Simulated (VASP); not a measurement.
# Cr (Im-3m) in VASP: a series of runs, part 2 of 3

VASP 6.6.1.

**4. Electric field gradients, PBE, collinear spin, ferromagnetic start**

This run uses another cell than the first one, of 11.99 Å³/atom, 1.063 times its volume.

INCAR

```
SYSTEM = Cr
PREC = Accurate
ENCUT = 520
EDIFF = 1E-8
ISMEAR = -1
SIGMA = 0.03
LREAL = .False.
LASPH = .True.
NELM = 150
ALGO = Normal
ISIF = 2
LWAVE = .False.
LCHARG = .False.
ISPIN = 2
MAGMOM = 3
LORBIT = 11
LMAXMIX = 4
GGA = PE
LEFG = .True.
NBANDS = 16
```

KPOINTS

```
Automatic mesh
0
Gamma
  16 16 16
  0 0 0
```

POSCAR

```
Cr
1.0
   -1.4419500000      1.4419500000      1.4419500000
    1.4419500000     -1.4419500000      1.4419500000
    1.4419500000      1.4419500000     -1.4419500000
Cr
1
Direct
    0.0000000000      0.0000000000      0.0000000000
```

Potentials or basis: VASP PAW PBE potentials, release 64 (Cr_pv).

On the command line:

```bash
> cat potpaw_PBE.64/Cr_pv/POTCAR > POTCAR
> mpirun -np 1 vasp_std > vasp.out
```

OUTCAR:

```text
SYSTEM = Cr
   PREC = Accurate
   ENCUT = 520
   EDIFF = 1E-8
   ISMEAR = -1
   LREAL = .False.
   LASPH = .True.
   NELM = 150
   ISIF = 2
   ISPIN = 2
   LORBIT = 11
   GGA = PE

 ion  position               nearest neighbor table
   1  0.000  0.000  0.000-

  LATTYP: Found a body centered cubic cell.
 ALAT       =     2.8839000000

  Lattice vectors:

 A1 = (  -1.4419500000,   1.4419500000,   1.4419500000)
 A2 = (   1.4419500000,  -1.4419500000,   1.4419500000)
 A3 = (   1.4419500000,   1.4419500000,  -1.4419500000)

Analysis of symmetry for initial positions (statically):
=====================================================================
 Subroutine PRICEL returns:
 Original cell was already a primitive cell.

 Routine SETGRP: Setting up the symmetry group for a
 body centered cubic supercell.

 Subroutine GETGRP returns: Found 48 space group operations
 (whereof 48 operations were pure point group operations)
 out of a pool of 48 trial point group operations.

The static configuration has the point symmetry O_h .

Analysis of symmetry for dynamics (positions and initial velocities):
=====================================================================
 Subroutine PRICEL returns:
 Original cell was already a primitive cell.

 Routine SETGRP: Setting up the symmetry group for a
 body centered cubic supercell.

 Subroutine GETGRP returns: Found 48 space group operations
 (whereof 48 operations were pure point group operations)
 out of a pool of 48 trial point group operations.

The dynamic configuration has the point symmetry O_h .

Analysis of structural, dynamic, and magnetic symmetry:
[... 623 lines left out ...]
 [... further k-points ...]

 spin component 2

 k-point     1 :       0.0000    0.0000    0.0000
  band No.  band energies     occupation
      1     -32.3379      1.00000
      2     -32.3379      1.00000
      3     -32.3379      1.00000
      4       2.7262      1.00000
      5       9.5749      1.00000
      6       9.5749      1.00000
[... 435 lines left out ...]
      5       8.3297      1.00000
      6       8.8653      1.00000
[... 8 lines left out ...]
     15      39.2673      0.00000
     16      43.4290      0.00000

 [... further k-points ...]
[... 5 lines left out ...]
  --------------------------------------------------------------------------------------
  -------------------------------------------------------------------------------------
  Total       -0.7014713     -0.7014713     -0.7014713     -0.0000000      0.0000000      0.0000000
  in kB      -93.7151670    -93.7151670    -93.7151670     -0.0000000      0.0000000      0.0000000
  external PRESSURE =     -93.7151670 kB  Pullay stress =       0.0000000 kB

 VOLUME and BASIS-vectors are now :
 -----------------------------------------------------------------------------
  energy-cutoff  :      520.00
  volume of cell :       11.99
      direct lattice vectors                 reciprocal lattice vectors
    -1.441950000  1.441950000  1.441950000     0.000000000  0.346752661  0.346752661
     1.441950000 -1.441950000  1.441950000     0.346752661  0.000000000  0.346752661
     1.441950000  1.441950000 -1.441950000     0.346752661  0.346752661  0.000000000

 POSITION                                       TOTAL-FORCE (eV/Angst)
 -----------------------------------------------------------------------------------
      0.00000      0.00000      0.00000         0.000000      0.000000     -0.000000
 -----------------------------------------------------------------------------------
    total drift:                                0.000000     -0.000000      0.000000

  FREE ENERGIE OF THE ION-ELECTRON SYSTEM (eV)
  ---------------------------------------------------
  free  energy   TOTEN  =        -9.5048539472 eV

  energy  without entropy=       -9.5026278921  energy(sigma->0) =       -9.50374092

 Electric field gradients (V/A^2)
---------------------------------------------------------------------
 ion       V_xx      V_yy      V_zz      V_xy      V_xz      V_yz
---------------------------------------------------------------------
   1       0.000    -0.000    -0.000    -0.002    -0.002    -0.002
---------------------------------------------------------------------

 Electric field gradients after diagonalization (V/A^2)
 (convention: |V_zz| > |V_xx| > |V_yy|)
----------------------------------------------------------------------
 ion       V_xx      V_yy      V_zz     asymmetry (V_yy - V_xx)/ V_zz
----------------------------------------------------------------------
   1       0.002     0.002    -0.005       0.000
----------------------------------------------------------------------

           NMR quadrupolar parameters

 Cq : quadrupolar parameter    Cq=e*Q*V_zz/h
 eta: asymmetry parameters     (V_yy - V_xx)/ V_zz
 Q  : nuclear electric quadrupole moment in mb (millibarn)
----------------------------------------------------------------------
 ion       Cq(MHz)       eta       Q (mb)
----------------------------------------------------------------------
   1      -0.000       0.000       1.000
----------------------------------------------------------------------

 total charge

# of ion       s       p       d       tot
------------------------------------------
    1        0.427   6.383   4.167  10.978

 magnetization (x)

# of ion       s       p       d       tot
------------------------------------------
    1       -0.000  -0.000   0.000   0.000
```

OSZICAR:

```text
N       E                     dE             d eps       ncg     rms          rms(c)
DAV:   1     0.810135079267E+02    0.81014E+02   -0.61729E+03  9472   0.861E+02
DAV:   2    -0.824297494478E+01   -0.89256E+02   -0.84950E+02 10080   0.246E+02
DAV:   3    -0.973999999981E+01   -0.14970E+01   -0.14941E+01 10536   0.351E+01
DAV:   4    -0.974542669663E+01   -0.54267E-02   -0.54266E-02 10816   0.209E+00
DAV:   5    -0.974546839642E+01   -0.41700E-04   -0.41701E-04 10672   0.164E-01    0.179E+01
DAV:   6    -0.945199146304E+01    0.29348E+00   -0.21729E+00  9552   0.258E+01    0.386E+00
DAV:   7    -0.950426517773E+01   -0.52274E-01   -0.18005E-01  9728   0.311E+00    0.226E+00
DAV:   8    -0.950835033452E+01   -0.40852E-02   -0.57387E-03 10080   0.905E-01    0.954E-01
DAV:   9    -0.950449073132E+01    0.38596E-02   -0.17893E-03 10136   0.458E-01    0.273E-01
DAV:  10    -0.950484020814E+01   -0.34948E-03   -0.31035E-04  9936   0.166E-01    0.570E-02
DAV:  11    -0.950485855620E+01   -0.18348E-04   -0.14675E-05 10920   0.299E-02    0.231E-02
DAV:  12    -0.950485676562E+01    0.17906E-05   -0.17110E-06  9976   0.102E-02    0.900E-03
DAV:  13    -0.950485395439E+01    0.28112E-05   -0.64193E-07  9736   0.635E-03    0.386E-03
DAV:  14    -0.950485389327E+01    0.61119E-07   -0.14181E-07  9880   0.471E-03    0.513E-04
DAV:  15    -0.950485391084E+01   -0.17576E-07   -0.54002E-09  7400   0.702E-04    0.211E-04
DAV:  16    -0.950485394180E+01   -0.30962E-07   -0.71053E-10  4864   0.268E-04    0.995E-05
DAV:  17    -0.950485394721E+01   -0.54076E-08   -0.16560E-10  4736   0.129E-04
   1 F= -.95048539E+01 E0= -.95037409E+01  d E =-.222606E-02  mag=     0.0000
```

stdout:

```text
POSCAR found type information on POSCAR Cr
 POSCAR found :  1 types and       1 ions
 scaLAPACK will be used
 LDA part: xc-table for (Slater+PW92), standard interpolation
 POSCAR, INCAR and KPOINTS ok, starting setup
 FFT: planning ... GRIDC
 FFT: planning ... GRID_SOFT
 FFT: planning ... GRID
 WAVECAR not read
 entering main loop
ion   1
```

Run time: 33 s. Hardware: 1 thread of Intel Xeon Platinum 8559C (Emerald Rapids), shared host; peak memory 0.16 GiB.

What came out:

```yaml
Free_energy: -9.5049 eV
Pressure: -9.4 GPa
Band_gap_on_the_k_mesh: zero (filled and empty bands overlap)
Net_moment: 0.00 μB per cell
Valence_electrons_inside_the_program's_atomic_spheres: Cr 10.98
```

Caveat: the starting moments collapsed, and a magnetic state may lie lower; without QUAD_EFG the Cq values of the log hold for a quadrupole moment of 1 mb, not for the nuclei.

**5. Electric field gradients, PBE, collinear spin, ferromagnetic start (volume scaled by 1.03)**

INCAR

```
SYSTEM = Cr
  ALGO = Normal
  EDIFF = 1E-8
  ENCUT = 520
  GGA = PE
  ISIF = 2
  ISMEAR = -1
  ISPIN = 2
  LASPH = .TRUE.
  LCHARG = .FALSE.
  LEFG = .TRUE.
  LMAXMIX = 4
  LORBIT = 11
  LREAL = .FALSE.
  LWAVE = .FALSE.
  MAGMOM = 3
  NBANDS = 16
  NELM = 150
  PREC = Accurate
  SIGMA = 0.03
```

KPOINTS

```
k-points
0
G
  16 16 16
  0 0 0
```

POSCAR

```
Cr
1.0
   -1.4562276612      1.4562276612      1.4562276612
    1.4562276612     -1.4562276612      1.4562276612
    1.4562276612      1.4562276612     -1.4562276612
Cr
1
Direct
    0.0000000000      0.0000000000      0.0000000000
```

Potentials or basis: VASP PAW PBE potentials, release 64 (Cr_pv).

On the command line:

```bash
> cat potpaw_PBE.64/Cr_pv/POTCAR > POTCAR
> mpirun -np 1 vasp_std > vasp.out
```

OUTCAR:

```text
SYSTEM = Cr
   EDIFF = 1E-8
   ENCUT = 520
   GGA = PE
   ISIF = 2
   ISMEAR = -1
   ISPIN = 2
   LASPH = .TRUE.
   LORBIT = 11
   LREAL = .FALSE.
   NELM = 150
   PREC = Accurate

 ion  position               nearest neighbor table
   1  0.000  0.000  0.000-

  LATTYP: Found a body centered cubic cell.
 ALAT       =     2.9124553224

  Lattice vectors:

 A1 = (  -1.4562276612,   1.4562276612,   1.4562276612)
 A2 = (   1.4562276612,  -1.4562276612,   1.4562276612)
 A3 = (   1.4562276612,   1.4562276612,  -1.4562276612)

Analysis of symmetry for initial positions (statically):
=====================================================================
 Subroutine PRICEL returns:
 Original cell was already a primitive cell.

 Routine SETGRP: Setting up the symmetry group for a
 body centered cubic supercell.

 Subroutine GETGRP returns: Found 48 space group operations
 (whereof 48 operations were pure point group operations)
 out of a pool of 48 trial point group operations.

The static configuration has the point symmetry O_h .

Analysis of symmetry for dynamics (positions and initial velocities):
=====================================================================
 Subroutine PRICEL returns:
 Original cell was already a primitive cell.

 Routine SETGRP: Setting up the symmetry group for a
 body centered cubic supercell.

 Subroutine GETGRP returns: Found 48 space group operations
 (whereof 48 operations were pure point group operations)
 out of a pool of 48 trial point group operations.

The dynamic configuration has the point symmetry O_h .

Analysis of structural, dynamic, and magnetic symmetry:
=====================================================================
 Subroutine PRICEL returns:
 Original cell was already a primitive cell.

 Routine SETGRP: Setting up the symmetry group for a
 body centered cubic supercell.

 Subroutine GETGRP returns: Found 48 space group operations
 (whereof 48 operations were pure point group operations)
 out of a pool of 48 trial point group operations.

The overall configuration has the point symmetry O_h .

 Subroutine INISYM returns: Found 48 space group operations
 (whereof 48 operations are pure point group operations),
 and found     1 'primitive' translations

----------------------------------------------------------------------------------------

                                     Primitive cell

  volume of cell :      12.3523

  direct lattice vectors                    reciprocal lattice vectors
    -1.456227661  1.456227661  1.456227661     0.000000000  0.343352907  0.343352907
     1.456227661 -1.456227661  1.456227661     0.343352907  0.000000000  0.343352907
     1.456227661  1.456227661 -1.456227661     0.343352907  0.343352907  0.000000000

  length of vectors
     2.522260297  2.522260297  2.522260297     0.485574337  0.485574337  0.485574337

  position of ions in fractional coordinates (direct lattice)
     0.000000000  0.000000000  0.000000000

  ion indices of the primitive-cell ions
   primitive index   ion index
                 1           1

[... 90 lines left out ...]
     AMIX     =   0.40;   BMIX     =  1.00
     AMIX_MAG =   1.60;   BMIX_MAG =  1.00
  volume/ion in A,a.u.               =      12.35        83.36
  Fermi-wavevector in a.u.,A,eV,Ry     =   1.621384  3.063972 35.768181  2.628887
  Thomas-Fermi vector in A             =   2.715169
   LORBIT       =     11    0 simple, 1 ext, 2 COOP (PROOUT), +10 PAW based schemes
   GGA     = PE    functional components
   LHFCALC =     F    Hartree Fock is set to
   AEXX    =    0.0000 exact exchange contribution
   IVDW    =     0    specifies the selected vdW correction
   LEPSILON=     F    determine dielectric tensor
   LRPA    =     F    only Hartree local field effects (RPA)
 spin polarized calculation
  energy-cutoff  :      520.00
  volume of cell :       12.35
 maximum number of plane-waves:       370
   NGX =  9   NGY =  9   NGZ =  9

 number of electron      12.0000001 magnetization      -0.0000065

 number of electron      12.0000001 magnetization       0.0000005

 Free energy of the ion-electron system (eV)
  ---------------------------------------------------
  ext. energy  EPLUGINS =         0.00000000
  ---------------------------------------------------
  free energy    TOTEN  =        -9.47700588 eV

  energy without entropy =       -9.47475135  energy(sigma->0) =       -9.47587861

 E-fermi :  10.0073     XC(G=0): -13.2894

 val. band max:        9.9980140097   @ k =  -0.1875   0.1875   0.1250
 cond. band min:      10.0104205749   @ k =  -0.1875   0.1875   0.1250
 fundamental gap:      0.0124065652
 Fermi energy:        10.0072968588

 spin component 1

 k-point     1 :       0.0000    0.0000    0.0000
  band No.  band energies     occupation
      1     -32.7750      1.00000
      2     -32.7750      1.00000
      3     -32.7750      1.00000
      4       2.4351      1.00000
      5       9.2079      1.00000
      6       9.2079      1.00000
[... 435 lines left out ...]
      5       8.0116      1.00000
      6       8.5106      1.00000
[... 8 lines left out ...]
     15      38.3539      0.00000
     16      42.3973      0.00000

 [... further k-points ...]

 spin component 2

 k-point     1 :       0.0000    0.0000    0.0000
  band No.  band energies     occupation
      1     -32.7750      1.00000
      2     -32.7750      1.00000
      3     -32.7750      1.00000
      4       2.4351      1.00000
      5       9.2079      1.00000
      6       9.2079      1.00000
[... 435 lines left out ...]
      5       8.0116      1.00000
      6       8.5106      1.00000
[... 8 lines left out ...]
     15      38.3539      0.00000
     16      42.3973      0.00000

 [... further k-points ...]
[... 5 lines left out ...]
  --------------------------------------------------------------------------------------
  -------------------------------------------------------------------------------------
  Total       -1.1878261     -1.1878261     -1.1878261      0.0000000     -0.0000000      0.0000000
  in kB     -154.0691309   -154.0691309   -154.0691309      0.0000000     -0.0000000      0.0000000
  external PRESSURE =    -154.0691309 kB  Pullay stress =       0.0000000 kB

 VOLUME and BASIS-vectors are now :
 -----------------------------------------------------------------------------
  energy-cutoff  :      520.00
  volume of cell :       12.35
      direct lattice vectors                 reciprocal lattice vectors
    -1.456227661  1.456227661  1.456227661     0.000000000  0.343352907  0.343352907
     1.456227661 -1.456227661  1.456227661     0.343352907  0.000000000  0.343352907
     1.456227661  1.456227661 -1.456227661     0.343352907  0.343352907  0.000000000

 POSITION                                       TOTAL-FORCE (eV/Angst)
 -----------------------------------------------------------------------------------
      0.00000      0.00000      0.00000         0.000000     -0.000000      0.000000
 -----------------------------------------------------------------------------------
    total drift:                                0.000000     -0.000000      0.000000

  FREE ENERGIE OF THE ION-ELECTRON SYSTEM (eV)
  ---------------------------------------------------
  free  energy   TOTEN  =        -9.4770058823 eV

  energy  without entropy=       -9.4747513459  energy(sigma->0) =       -9.47587861

 Electric field gradients (V/A^2)
---------------------------------------------------------------------
 ion       V_xx      V_yy      V_zz      V_xy      V_xz      V_yz
---------------------------------------------------------------------
   1      -0.000     0.000     0.000    -0.002    -0.002    -0.002
---------------------------------------------------------------------

 Electric field gradients after diagonalization (V/A^2)
 (convention: |V_zz| > |V_xx| > |V_yy|)
----------------------------------------------------------------------
 ion       V_xx      V_yy      V_zz     asymmetry (V_yy - V_xx)/ V_zz
----------------------------------------------------------------------
   1       0.002     0.002    -0.003       0.000
----------------------------------------------------------------------

           NMR quadrupolar parameters

 Cq : quadrupolar parameter    Cq=e*Q*V_zz/h
 eta: asymmetry parameters     (V_yy - V_xx)/ V_zz
 Q  : nuclear electric quadrupole moment in mb (millibarn)
----------------------------------------------------------------------
 ion       Cq(MHz)       eta       Q (mb)
----------------------------------------------------------------------
   1      -0.000       0.000       1.000
----------------------------------------------------------------------

 total charge

# of ion       s       p       d       tot
------------------------------------------
    1        0.417   6.365   4.137  10.919

 magnetization (x)

# of ion       s       p       d       tot
------------------------------------------
    1       -0.000  -0.000   0.000   0.000
```

stdout:

```text
POSCAR found type information on POSCAR Cr
 POSCAR found :  1 types and       1 ions
 scaLAPACK will be used
 LDA part: xc-table for (Slater+PW92), standard interpolation
 POSCAR, INCAR and KPOINTS ok, starting setup
 FFT: planning ... GRIDC
 FFT: planning ... GRID_SOFT
 FFT: planning ... GRID
 WAVECAR not read
 entering main loop
ion   1
```

Run time: 32 s. Hardware: 1 thread of Intel Xeon Platinum 8559C (Emerald Rapids), shared host; peak memory 0.16 GiB.

Results:

```
Free energy                                           : -9.4770 eV
Pressure                                              : -15.4 GPa
Band gap on the k mesh                                : zero (filled and empty bands overlap)
Net moment                                            : 0.00 μB per cell
Valence electrons inside the program's atomic spheres : Cr 10.92
```

Caveat: the cell differs from its parent crystal (volume scaled by 1.03); the starting moments collapsed, and a magnetic state may lie lower; without QUAD_EFG the Cq values of the log hold for a quadrupole moment of 1 mb, not for the nuclei.

(Continued in part 3 of 3.)
